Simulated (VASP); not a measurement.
# Si62As (a cell with a defect): single point with LDA

Si62As (a cell with a defect):

```
Si As
1.0
    10.86000    0.00000    0.00000
     0.00000   10.86000    0.00000
     0.00000    0.00000   10.86000
Si As
62 1
Direct
  0.50056 0.99912 0.00252
  0.62712 0.11906 0.13095
  0.74899 0.24888 0.00115
  0.87645 0.37531 0.12442
  0.75240 0.99188 0.25813
  0.87455 0.12497 0.37516
  0.00012 0.00134 0.99967
  0.12679 0.12393 0.12607
  0.24949 0.25018 0.99986
  0.37573 0.37287 0.12607
  0.49832 0.49954 0.99966
  0.62479 0.62508 0.12504
  0.74974 0.74992 0.99967
  0.87457 0.87486 0.12506
  0.25218 0.99911 0.25090
  0.38070 0.11898 0.37744
  0.50058 0.24750 0.25091
  0.62442 0.37458 0.37478
  0.74813 0.50056 0.24959
  0.87032 0.62934 0.37052
  0.50789 0.99176 0.50273
  0.62479 0.12496 0.62492
  0.74974 0.25038 0.50012
  0.87328 0.37795 0.62361
  0.74813 0.00041 0.74944
  0.87643 0.12561 0.87469
  0.99813 0.50155 0.99717
  0.12437 0.62326 0.12439
  0.25092 0.75074 0.00124
  0.38074 0.87257 0.13108
  0.00014 0.25033 0.24870
  0.12446 0.37524 0.37537
  0.24933 0.49955 0.24864
  0.37467 0.62509 0.37515
  0.50792 0.74727 0.25829
  0.99908 0.00041 0.49847
  0.12437 0.12562 0.62675
  0.25090 0.24880 0.49930
  0.37407 0.37530 0.62679
  0.49923 0.50058 0.49848
  0.62020 0.62946 0.62055
  0.87037 0.87948 0.62072
  0.24934 0.00137 0.75046
  0.37571 0.12396 0.87715
  0.49834 0.25035 0.75049
  0.62506 0.37531 0.87471
  0.74667 0.50498 0.74503
  0.87326 0.62642 0.87207
  0.99912 0.75154 0.24961
  0.12511 0.87525 0.37478
  0.99478 0.50488 0.49699
  0.12171 0.62639 0.62362
  0.24929 0.74992 0.50013
  0.37470 0.87486 0.62494
  0.99815 0.25284 0.74848
  0.12470 0.37497 0.87506
  0.24682 0.50153 0.74848
  0.37405 0.62324 0.87472
  0.49925 0.75153 0.74946
  0.62442 0.87525 0.87546
  0.99482 0.75302 0.74517
  0.12448 0.87467 0.87480
  0.67331 0.82625 0.42379
```

| Property | Result |
| --- | --- |
| Program | VASP 6.6.1 |
| Task | single point |
| Functional | LDA |
| Potentials or basis | VASP PAW LDA potentials, release 64 (Si, As) |
| Cutoff | 520 eV |
| k mesh | 1 × 1 × 1 |
| Occupations | fermi-dirac, width 0.05 eV |
| Spin | no spin polarisation |
| Dipole correction | no |
| Charge | 1 |
| Further INCAR settings | LREAL = Auto; ALGO = Normal; EDIFF = 1e-06; NBANDS = 164; NELECT = 252.0 |

| Property | Result |
| --- | --- |
| Largest force | 0.842 eV/Å |

Forces on the atoms (eV/Å):
```
Si   0.000  0.000  0.008
Si  -0.049  0.010 -0.010
Si   0.016 -0.027  0.026
Si   0.017 -0.002 -0.002
Si  -0.038 -0.064  0.064
Si   0.031  0.009 -0.008
Si  -0.004 -0.022  0.002
Si   0.006  0.008 -0.008
Si   0.018 -0.020  0.020
Si  -0.008 -0.007 -0.007
Si   0.025  0.004  0.003
Si  -0.005 -0.027 -0.008
Si  -0.008  0.005 -0.018
Si   0.031  0.008 -0.009
Si   0.008  0.001 -0.001
Si  -0.010  0.010 -0.045
Si   0.000 -0.008  0.000
Si   0.013 -0.022  0.013
Si  -0.020 -0.002 -0.023
Si   0.117 -0.116  0.031
Si   0.060 -0.061 -0.035
Si  -0.005  0.008  0.028
Si  -0.008  0.017 -0.005
Si  -0.005 -0.009 -0.004
Si  -0.020  0.023  0.002
Si   0.017  0.002  0.002
Si   0.007 -0.008  0.007
Si   0.001 -0.017 -0.002
Si   0.027 -0.015  0.026
Si  -0.011  0.046 -0.010
Si  -0.004 -0.002  0.022
Si   0.018 -0.019 -0.033
Si   0.002  0.003  0.023
Si  -0.005 -0.028 -0.008
Si   0.059  0.036  0.061
Si   0.003  0.022 -0.020
Si   0.001  0.003  0.017
Si   0.026 -0.026  0.014
Si  -0.003 -0.001  0.016
Si  -0.022 -0.003 -0.020
Si   0.032 -0.117  0.117
Si   0.117 -0.031  0.116
Si   0.002 -0.024 -0.003
Si  -0.008  0.006  0.006
Si   0.024 -0.003 -0.004
Si  -0.034 -0.021  0.021
Si   0.008 -0.027  0.027
Si  -0.005  0.004  0.009
Si   0.002  0.021 -0.022
Si   0.021 -0.015  0.014
Si   0.028 -0.028  0.007
Si   0.008  0.004 -0.004
Si  -0.016  0.005 -0.005
Si  -0.006  0.008  0.027
Si   0.007 -0.007  0.009
Si  -0.013  0.016 -0.016
Si   0.008 -0.007  0.007
Si  -0.003 -0.016  0.001
Si  -0.022  0.021  0.003
Si   0.012 -0.012  0.022
Si   0.027 -0.007  0.027
Si   0.019  0.033  0.019
As  -0.485  0.487 -0.487
```

Levels at points of the mesh, in eV from the Fermi level:
| k point | band 123 | band 124 | band 125 | band 126 | band 127 | band 128 | band 129 | band 130 |
| --- | --- | --- | --- | --- | --- | --- | --- | --- |
| (0.00, 0.00, 0.00) | -0.78 | -0.71 | -0.71 | -0.17 | 0.22 | 0.22 | 0.29 | 0.29 |

Wall time 4.8 min on 1 thread of Intel(R) Xeon(R) Platinum 8259CL CPU @ 2.50GHz (Skylake/Cascade Lake) (shared host), peak memory 0.71 GiB.

Caveat: the k points lie up to 0.58 Å⁻¹ apart; the cell carries a net charge on a neutralising background, which shifts energy and pressure; the cell is charged against a uniform background, so pressure and absolute levels hang on convention.
